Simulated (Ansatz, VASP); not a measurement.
# Cr in VASP and in Ansatz

The input INCAR:

```
SYSTEM = Cr
PREC = Accurate
ENCUT = 520
EDIFF = 1E-6
ISMEAR = -1
SIGMA = 0.05
LREAL = .False.
LASPH = .True.
NELM = 150
ALGO = Normal
ISIF = 2
LWAVE = .False.
LCHARG = .True.
ISPIN = 2
MAGMOM = 3 3
LORBIT = 11
LMAXMIX = 4
GGA = PS
LELF = .True.
LVHAR = .True.
NBANDS = 23
```

File KPOINTS:

```
Automatic mesh
0
Gamma
  11 11 6
  0 0 0
```

Contents of POSCAR:

```
Cr
1.0
    2.7672292001      0.0000000000      0.0000000000
   -1.3836146000      2.3964907854      0.0000000000
    0.0000000000      0.0000000000      4.4964925469
Cr
2
Direct
    0.6666666667      0.3333333333      0.7500000000
    0.3333333333      0.6666666667      0.2500000000
```

input.yaml

```yaml
crystal:
  lattice:
    - [2.7672292001, 0.0, 0.0]
    - [-1.3836146, 2.3964907854, 0.0]
    - [0.0, 0.0, 4.4964925469]
  atoms:
    - { symbol: Cr, position: [0.6666666667, 0.3333333333, 0.75], spin: 3.0 }
    - { symbol: Cr, position: [0.3333333333, 0.6666666667, 0.25], spin: 3.0 }
kpoints:
  mp_grid: { grid: [11, 11, 6] }
scf:
  occupations: { method: fermi_dirac, width: 0.05 }
hamiltonian:
  xc: pbesol
  pseudopotentials: { kind: all_electron, lapw: { basis_error: 0.001 } }
magnetization:
  spin_polarized: true
output:
  forces: true
  stress: true
  eigenvalues: true
```

Change from the starting cell: volume scaled by 1.06.

Alike in both runs: task single point; functional PBEsol; k mesh 11 × 11 × 6; occupations fermi-dirac, width 0.05 eV; collinear spin.

```csv
,VASP,Ansatz
version,VASP 6.6.1,Ansatz 0.2.0
potentials or method,"VASP PAW PBE potentials, release 64 (Cr_pv), cutoff 520 eV","all-electron LAPW, scalar-relativistic"
```

```csv
,VASP,Ansatz,Ansatz less VASP
gap on the k mesh at the Fermi level (eV),none,none,-
pressure (GPa),-34.4,-19.2,+15.12
"traceless stress, the component that is largest in VASP (GPa)",0.38,-12.54,-12.919
net moment per atom (μB),1.24,0.00,-1.240
size of the moment on the site where the two differ most (μB),1.15,2.49,+1.344
```

The net moments are unlike, so the other rows may belong to different states. VASP's potentials were made for PBE, not for PBEsol. Site moments also hang on the region over which each program counts them. A gap of «none» marks a metal or a gap that the smearing closes. Ansatz ran all-electron here, and VASP with PAW potentials.

Noted on VASP's run: the cell as given lies far from equilibrium.
